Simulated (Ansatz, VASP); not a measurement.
# Two plane-wave programs on Pb

The input INCAR:

```
SYSTEM = Pb
PREC = Accurate
ENCUT = 520
EDIFF = 1E-6
ISMEAR = -1
SIGMA = 0.1
LREAL = .False.
LASPH = .True.
NELM = 80
ALGO = Normal
ISIF = 2
LWAVE = .False.
LCHARG = .False.
GGA = RE
NBANDS = 21
```

KPOINTS

```
Automatic mesh
0
Gamma
  9 9 9
  0 0 0
```

POSCAR

```
Pb
1.0
    0.0000000000      3.4208393315      3.4208393315
    3.4208393315      0.0000000000      3.4208393315
    3.4208393315      3.4208393315      0.0000000000
Pb
2
Direct
    0.1250000000      0.1250000000      0.1250000000
    0.8750000000      0.8750000000      0.8750000000
```

Input for Ansatz:

```yaml
crystal:
  lattice:
    - [0.0, 3.4208393315, 3.4208393315]
    - [3.4208393315, 0.0, 3.4208393315]
    - [3.4208393315, 3.4208393315, 0.0]
  atoms:
    - { symbol: Pb, position: [0.125, 0.125, 0.125] }
    - { symbol: Pb, position: [0.875, 0.875, 0.875] }
hamiltonian:
  xc: revpbe
  pseudopotentials:
    kind: paw
    azcp:
      Pb: "pseudopotentials/Pb.paw.azcp"
basis:
  ecutwfc: 420
  fft_grid_basis: typed
kpoints:
  mp_grid: { grid: [9, 9, 9], shift: [0, 0, 0] }
magnetization:
  spin_polarized: false
scf:
  occupations: { method: fermi_dirac, width: 0.1 }
  lower_state_search: "off"
output:
  stress: true
  write_density: true
  write_potential: true
  elf: true
  volumetric_format: npy
```

Alike in both runs: task single point; functional revPBE; k mesh 9 × 9 × 9; occupations fermi-dirac, width 0.1 eV; no spin polarisation.

```csv
,VASP,Ansatz
version,VASP 6.6.1,Ansatz 0.2.0
potentials or method,"VASP PAW PBE potentials, release 64 (Pb_d), cutoff 520 eV","plane waves (420 eV) with PAW, scalar-relativistic"
valence electrons in the cell,28,28
```

|  | VASP | Ansatz | Ansatz less VASP |
| --- | --- | --- | --- |
| pressure (GPa) | 3.8 | 3.9 | +0.05 |

VASP's potentials were made for PBE, not for revPBE.

Spin-orbit coupling is off throughout.
